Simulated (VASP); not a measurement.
# SnPb5S6 (P4/mmm) in VASP: single point with PBE

Aim: the single point of SnPb5S6 with PBE.

Everything below comes from runs of VASP 6.6.1. Logs are shortened: lines on timing, memory, paths and dates and some standing lists are left out, and cuts for length are marked.

## Step 1: The cell of the first run

It takes space group P4/mmm (No. 123, tetragonal). Conventional cell: a = 4.232 Å, b = 4.232 Å, c = 17.954 Å, α = 90.00°, β = 90.00°, γ = 90.00°. Within 3.9 Å of Sn (site symmetry 4/mmm) lie 6 S at 2.93 to 2.99 Å. Within 3.9 Å of Pb (site symmetry 4mm) lie 6 S at 2.99 to 3.04 Å. Pb (site symmetry 4mm) has 6 S at 2.96 to 3.01 Å within 3.9 Å. Within 3.9 Å of Pb (site symmetry 4/mmm) lie 6 S at 2.99 to 3.00 Å. Within 3.9 Å of S (site symmetry 4/mmm) lie 6 Pb at 2.99 to 3.01 Å. S (site symmetry 4mm) has 6 Pb at 2.99 to 3.01 Å within 3.9 Å. S (site symmetry 4mm) has 1 Sn at 2.93 Å and 5 Pb at 2.99 to 3.04 Å within 3.9 Å. S (site symmetry 4/mmm) has 2 Pb at 2.96 Å and 4 Sn at 2.99 Å within 3.9 Å.

## Step 2: Single point, PBE

INCAR reads:

```
PREC = Accurate
ENCUT = 520
EDIFF = 1E-6
ISMEAR = 0
SIGMA = 0.1
LREAL = False
LASPH = True
NELM = 80
ALGO = Normal
ISIF = 2
LWAVE = False
LCHARG = False
GGA = PE
NBANDS = 72
```

KPOINTS reads:

```
Automatic mesh
0
Gamma
  4 4 1
```

POSCAR reads:

```
SnPb5S6
1.0
    4.2324781000      0.0000000000      0.0000000000
    0.0000000000      4.2324781000      0.0000000000
    0.0000000000      0.0000000000     17.9544692000
Sn Pb S
1 5 6
Direct
    0.0000000000      0.0000000000      0.5000000000
    0.0000000000      0.0000000000      0.1675920000
    0.5000000000      0.5000000000      0.3349880000
    0.5000000000      0.5000000000      0.6650120000
    0.0000000000      0.0000000000      0.8324080000
    0.5000000000      0.5000000000      0.0000000000
    0.0000000000      0.0000000000      0.0000000000
    0.5000000000      0.5000000000      0.1671510000
    0.0000000000      0.0000000000      0.3368220000
    0.5000000000      0.5000000000      0.5000000000
    0.0000000000      0.0000000000      0.6631780000
    0.5000000000      0.5000000000      0.8328490000
```

Potentials or basis: VASP PAW PBE potentials, release 64 (Sn_d, Pb_d, S).

Started as:

```
$ cat potpaw_PBE.64/Sn_d/POTCAR potpaw_PBE.64/Pb_d/POTCAR potpaw_PBE.64/S/POTCAR > POTCAR
$ mpirun -np 1 vasp_std > vasp.out
```

OUTCAR:

```text
PREC = Accurate
   ENCUT = 520
   EDIFF = 1E-6
   ISMEAR = 0
   LREAL = False
   LASPH = True
   NELM = 80
   ISIF = 2
   GGA = PE

 ion  position               nearest neighbor table
   1  0.000  0.000  0.500-   9 2.93  11 2.93  10 2.99  10 2.99  10 2.99  10 2.99
   2  0.000  0.000  0.168-   8 2.99   8 2.99   8 2.99   8 2.99   7 3.01   9 3.04
   3  0.500  0.500  0.335-  10 2.96   9 2.99   9 2.99   9 2.99   9 2.99   8 3.01
   4  0.500  0.500  0.665-  10 2.96  11 2.99  11 2.99  11 2.99  11 2.99  12 3.01
   5  0.000  0.000  0.832-  12 2.99  12 2.99  12 2.99  12 2.99   7 3.01  11 3.04
   6  0.500  0.500  0.000-   7 2.99   7 2.99   7 2.99   7 2.99  12 3.00   8 3.00
   7  0.000  0.000  0.000-   6 2.99   6 2.99   6 2.99   6 2.99   2 3.01   5 3.01
   8  0.500  0.500  0.167-   2 2.99   2 2.99   2 2.99   2 2.99   6 3.00   3 3.01
   9  0.000  0.000  0.337-   1 2.93   3 2.99   3 2.99   3 2.99   3 2.99   2 3.04
  10  0.500  0.500  0.500-   3 2.96   4 2.96   1 2.99   1 2.99   1 2.99   1 2.99
  11  0.000  0.000  0.663-   1 2.93   4 2.99   4 2.99   4 2.99   4 2.99   5 3.04
  12  0.500  0.500  0.833-   5 2.99   5 2.99   5 2.99   5 2.99   6 3.00   4 3.01

  LATTYP: Found a simple tetragonal cell.
 ALAT       =     4.2324781000
 C/A-ratio  =     4.2420701952

  Lattice vectors:

 A1 = (   4.2324781000,   0.0000000000,   0.0000000000)
 A2 = (   0.0000000000,   4.2324781000,   0.0000000000)
 A3 = (   0.0000000000,   0.0000000000,  17.9544692000)

Analysis of symmetry for initial positions (statically):
=====================================================================
 Subroutine PRICEL returns:
 Original cell was already a primitive cell.

 Routine SETGRP: Setting up the symmetry group for a
 simple tetragonal supercell.

 Subroutine GETGRP returns: Found 16 space group operations
 (whereof 16 operations were pure point group operations)
 out of a pool of 16 trial point group operations.

The static configuration has the point symmetry D_4h.

Analysis of symmetry for dynamics (positions and initial velocities):
=====================================================================
 Subroutine PRICEL returns:
 Original cell was already a primitive cell.

 Routine SETGRP: Setting up the symmetry group for a
 simple tetragonal supercell.

 Subroutine GETGRP returns: Found 16 space group operations
 (whereof 16 operations were pure point group operations)
 out of a pool of 16 trial point group operations.

The dynamic configuration has the point symmetry D_4h.

 Subroutine INISYM returns: Found 16 space group operations
 (whereof 16 operations are pure point group operations),
 and found     1 'primitive' translations

----------------------------------------------------------------------------------------

                                     Primitive cell

  volume of cell :     321.6340

  direct lattice vectors                    reciprocal lattice vectors
     4.232478100  0.000000000  0.000000000     0.236268204  0.000000000  0.000000000
     0.000000000  4.232478100  0.000000000     0.000000000  0.236268204  0.000000000
     0.000000000  0.000000000 17.954469200     0.000000000  0.000000000  0.055696439

  length of vectors
     4.232478100  4.232478100 17.954469200     0.236268204  0.236268204  0.055696439

  position of ions in fractional coordinates (direct lattice)
     0.000000000  0.000000000  0.500000000
     0.000000000  0.000000000  0.167592000
     0.500000000  0.500000000  0.334988000
     0.500000000  0.500000000  0.665012000
     0.000000000  0.000000000  0.832408000
     0.500000000  0.500000000  0.000000000
     0.000000000  0.000000000  0.000000000
     0.500000000  0.500000000  0.167151000
     0.000000000  0.000000000  0.336822000
     0.500000000  0.500000000  0.500000000
     0.000000000  0.000000000  0.663178000
     0.500000000  0.500000000  0.832849000

  ion indices of the primitive-cell ions
   primitive index   ion index
                 1           1
                 2           2
                 3           3
                 4           4
                 5           5
                 6           6
                 7           7
                 8           8
                 9           9
                10          10
                11          11
                12          12

----------------------------------------------------------------------------------------

 KPOINTS: Automatic mesh

Automatic generation of k-mesh.
 Grid dimensions read from file:
 generate k-points for:    4    4    1

 Generating k-lattice:

  Cartesian coordinates                     Fractional coordinates (reciprocal lattice)
     0.059067051  0.000000000  0.000000000     0.250000000  0.000000000  0.000000000
     0.000000000  0.059067051  0.000000000     0.000000000  0.250000000  0.000000000
     0.000000000  0.000000000  0.055696439     0.000000000  0.000000000  1.000000000

  Length of vectors
     0.059067051  0.059067051  0.055696439

  Shift w.r.t. Gamma in fractional coordinates (k-lattice)
     0.000000000  0.000000000  0.000000000

 Subroutine IBZKPT returns following result:
 ===========================================

 Found      6 irreducible k-points:

 Following reciprocal coordinates:
            Coordinates               Weight
  0.000000  0.000000  0.000000      1.000000
  0.250000  0.000000  0.000000      4.000000
  0.500000  0.000000  0.000000      2.000000
  0.250000  0.250000  0.000000      4.000000
  0.500000  0.250000  0.000000      4.000000
  0.500000  0.500000  0.000000      1.000000
   k-points           NKPTS =      6   k-points in BZ     NKDIM =      6   number of bands    NBANDS=     72
   number of dos      NEDOS =    301   number of ions     NIONS =     12
   total plane-waves  NPLWV = 143360
   dimension x,y,z NGX =    32 NGY =   32 NGZ =  140
   dimension x,y,z NGXF=    64 NGYF=   64 NGZF=  280
   ions per type =               1   5   6
   NGX,Y,Z   is equivalent  to a cutoff of  12.57, 12.57, 12.96 a.u.
   NGXF,Y,Z  is equivalent  to a cutoff of  25.14, 25.14, 25.93 a.u.
 SYSTEM =  unknown system
   PREC   = accura    normal or accurate (medium, high low for compatibility)
   ISTART =      0    job   : 0-new  1-cont  2-samecut
   ICHARG =      2    charge: 1-file 2-atom 10-const
   ISPIN  =      1    spin polarized calculation?
   LNONCOLLINEAR =      F non collinear calculations
   LSORBIT =      F    spin-orbit coupling
   LASPH  =      T    aspherical Exc in radial PAW
   ENCUT  =  520.0 eV  38.22 Ry    6.18 a.u.   7.87  7.87 33.38*2*pi/ulx,y,z
   NELM   =     80;   NELMIN=  2; NELMDL= -5     # of ELM steps
   EDIFF  = 0.1E-05   stopping-criterion for ELM
   LREAL  =      F    real-space projection
   EDIFFG = 0.1E-04   stopping-criterion for IOM
   NSW    =      0    number of steps for IOM
   IBRION =     -1    ionic relax: 0-MD 1-quasi-New 2-CG
   NFREE  =      0    steps in history (QN), initial steepest desc. (CG)
   ISIF   =      2    stress and relaxation
   ISYM   =      2    0-nonsym 1-usesym 2-fastsym
   POTIM  = 0.5000    time-step for ionic-motion
   TEBEG  =    0.0;   TEEND  =   0.0 temperature during run
   PSTRESS=    0.0 pullay stress
   NELECT =     120.0000    total number of electrons
   NUPDOWN=      -1.0000    fix difference up-down
   EMIN   =  10.00;   EMAX   =-10.00  energy-range for DOS
   EFERMI =   0.00;   METHOD = LEGACY
   ISMEAR =     0;   SIGMA  =   0.10  broadening in eV -4-tet -1-fermi 0-gaus
   EFERMI_NEDOS =   21; number of points for ismear=-14 and -15
   IALGO  =     38    algorithm
   IMIX   =      4    mixing-type and parameters
     AMIX     =   0.40;   BMIX     =  1.00
     AMIX_MAG =   1.60;   BMIX_MAG =  1.00
  volume/ion in A,a.u.               =      26.80       180.87
  Fermi-wavevector in a.u.,A,eV,Ry     =   1.178550  2.227136 18.898213  1.388979
  Thomas-Fermi vector in A             =   2.314877
   LORBIT       =      0    0 simple, 1 ext, 2 COOP (PROOUT), +10 PAW based schemes
   GGA     = PE    functional components
   LHFCALC =     F    Hartree Fock is set to
   AEXX    =    0.0000 exact exchange contribution
   IVDW    =     0    specifies the selected vdW correction
   LEPSILON=     F    determine dielectric tensor
   LRPA    =     F    only Hartree local field effects (RPA)
 non-spin polarized calculation
 Gauss-broadening in eV      SIGMA  =   0.10
  energy-cutoff  :      520.00
  volume of cell :      321.63
 maximum number of plane-waves:      8688
 NGX is ok and might be reduce to    32
   NGX = 15   NGY = 15   NGZ = 67

 number of electron     120.0000018 magnetization

 Free energy of the ion-electron system (eV)
  ---------------------------------------------------
  ext. energy  EPLUGINS =         0.00000000
  ---------------------------------------------------
  free energy    TOTEN  =       -52.71620058 eV

  energy without entropy =      -52.71620052  energy(sigma->0) =      -52.71620055

 E-fermi :   5.8068     XC(G=0):  -9.5280

 val. band max:        5.4546722595   @ k =   0.5000   0.0000   0.0000
 cond. band min:       6.1591116720   @ k =   0.5000   0.0000   0.0000
 fundamental gap:      0.7044394124
 Fermi energy:         5.8068397853

 k-point     1 :       0.0000    0.0000    0.0000
  band No.  band energies     occupation
      1     -15.9642      2.00000
      2     -15.9463      2.00000
      3     -15.9437      2.00000
      4     -15.9377      2.00000
      5     -15.9377      2.00000
      6     -11.4447      2.00000
[... 64 lines left out ...]
     71      10.2575      0.00000
     72      10.5184      0.00000
[... 373 lines left out ...]
     71      10.4411      0.00000
     72      10.4457      0.00000

------------------------ aborting loop because EDIFF is reached ----------------------------------------

  FORCE on cell =-STRESS in cart. coord.  units (eV):
  Direction    XX          YY          ZZ          XY          YZ          ZX
  --------------------------------------------------------------------------------------
  -------------------------------------------------------------------------------------
  Total        0.9055428      0.9055428     -2.9553048      0.0000000      0.0000000      0.0000000
  in kB        4.5108412      4.5108412    -14.7214589      0.0000000      0.0000000      0.0000000
  external PRESSURE =      -1.8999255 kB  Pullay stress =       0.0000000 kB

 VOLUME and BASIS-vectors are now :
 -----------------------------------------------------------------------------
  energy-cutoff  :      520.00
  volume of cell :      321.63
      direct lattice vectors                 reciprocal lattice vectors
     4.232478100  0.000000000  0.000000000     0.236268204  0.000000000  0.000000000
     0.000000000  4.232478100  0.000000000     0.000000000  0.236268204  0.000000000
     0.000000000  0.000000000 17.954469200     0.000000000  0.000000000  0.055696439

 POSITION                                       TOTAL-FORCE (eV/Angst)
 -----------------------------------------------------------------------------------
      0.00000      0.00000      8.97723         0.000000      0.000000     -0.000000
      0.00000      0.00000      3.00903         0.000000      0.000000     -0.018177
      2.11624      2.11624      6.01453         0.000000      0.000000     -0.013817
      2.11624      2.11624     11.93994         0.000000     -0.000000      0.013817
      0.00000      0.00000     14.94544         0.000000      0.000000      0.018177
      2.11624      2.11624      0.00000         0.000000      0.000000     -0.000000
      0.00000      0.00000      0.00000         0.000000      0.000000     -0.000000
      2.11624      2.11624      3.00111         0.000000     -0.000000      0.001843
      0.00000      0.00000      6.04746         0.000000      0.000000      0.035936
      2.11624      2.11624      8.97723         0.000000      0.000000     -0.000000
      0.00000      0.00000     11.90701         0.000000      0.000000     -0.035936
      2.11624      2.11624     14.95336        -0.000000     -0.000000     -0.001843
 -----------------------------------------------------------------------------------
    total drift:                                0.000000     -0.000000      0.000000

  FREE ENERGIE OF THE ION-ELECTRON SYSTEM (eV)
  ---------------------------------------------------
  free  energy   TOTEN  =       -52.7162005822 eV

  energy  without entropy=      -52.7162005242  energy(sigma->0) =      -52.71620055
```

Wall time 2.2 min (1 thread of AMD EPYC 7R43 (Zen 3), shared host); peak memory 0.4 GiB.

What came out:

```yaml
Free_energy: -52.7162 eV
Pressure: -0.2 GPa
Largest_force: 0.036 eV/Å
Band_gap_on_the_k_mesh: 0.70 eV, direct
```

Forces in eV/Å, atoms in the order of the input:
```
Sn   0.000  0.000  0.000
Pb   0.000  0.000 -0.018
Pb   0.000  0.000 -0.014
Pb   0.000  0.000  0.014
Pb   0.000  0.000  0.018
Pb   0.000  0.000  0.000
S    0.000  0.000  0.000
S    0.000  0.000  0.002
S    0.000  0.000  0.036
S    0.000  0.000  0.000
S    0.000  0.000 -0.036
S    0.000  0.000 -0.002
```

Stress tensor (GPa, compression positive):
```
 0.45  0.00  0.00
 0.00  0.45  0.00
 0.00  0.00 -1.47
```

Levels at points of the mesh, in eV from the valence-band top:
```
           k point  band 56  band 57  band 58  band 59  band 60  band 61  band 62  band 63  band 64  band 65
(0.00, 0.00, 0.00)    -2.06    -2.06    -2.06    -1.06    -1.00     2.24     2.38     3.58     3.70     3.84
(0.50, 0.00, 0.00)    -0.73    -0.45    -0.43    -0.40     0.00     0.70     0.77     0.78     0.79     1.38
(0.50, 0.50, 0.00)    -3.28    -1.82    -1.74    -1.72    -1.55     3.02     3.04     3.12     3.15     3.89
```

Caveat: spin-orbit coupling is left out, which moves the levels of the heavy elements.
